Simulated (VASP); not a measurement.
**TiO2: single point with PBE**

The system is TiO2.

```
Ti O
1.0
     9.58347    0.00000    0.00000
     0.00000    2.99743    0.00000
     0.00000    0.00000    4.96671
Ti O
4 8
Direct
  0.63690 0.25000 0.56463
  0.36310 0.75000 0.43537
  0.86310 0.75000 0.06463
  0.13690 0.25000 0.93537
  0.47240 0.25000 0.29160
  0.52760 0.75000 0.70840
  0.02760 0.75000 0.79160
  0.97240 0.25000 0.20840
  0.76630 0.25000 0.86350
  0.23370 0.75000 0.13650
  0.73370 0.75000 0.36350
  0.26630 0.25000 0.63650
```

```yaml
Program: VASP 6.6.1
Task: single point
Functional: PBE
Potentials_or_basis: VASP PAW PBE potentials, release 64 (Ti_sv, O)
Cutoff: 520 eV
k_mesh: 3 × 9 × 6
Occupations: fermi-dirac, width 0.05 eV
Spin: no spin polarisation
Dipole_correction: no
Further_INCAR_settings: ALGO = Normal; EDIFF = 1e-06; NBANDS = 60
```

```json
{
  "Pressure": "-5.5 GPa",
  "Largest force": "0.789 eV/Å",
  "Band gap on the k mesh": "2.36 eV, indirect (least direct gap 2.40 eV)"
}
```

Forces in eV/Å, atoms in the order of the input:
```
Ti  -0.245  0.000  0.268
Ti   0.245  0.000 -0.268
Ti   0.245  0.000  0.268
Ti  -0.245  0.000 -0.268
O   -0.362  0.000  0.701
O    0.362  0.000 -0.701
O    0.362  0.000  0.701
O   -0.362  0.000 -0.701
O    0.072  0.000 -0.008
O   -0.072  0.000  0.008
O   -0.072  0.000 -0.008
O    0.072  0.000  0.008
```

Stress tensor (GPa, compression positive):
```
-5.55  0.00  0.00
 0.00 -5.92  0.00
 0.00  0.00 -4.96
```

Levels at points of the mesh, in eV from the valence-band top:
```csv
k point,band 46,band 47,band 48,band 49,band 50,band 51
"(0.00, 0.00, 0.00)",-0.27,-0.15,0.00,2.40,2.57,2.59
"(0.00, 0.00, 0.50)",-0.75,-0.63,-0.63,2.57,2.57,2.72
```

Wall time 2.8 min on 1 thread of Intel(R) Xeon(R) 6975P-C (Granite Rapids) (shared host), peak memory 0.38 GiB.

A k mesh can miss the band edges.
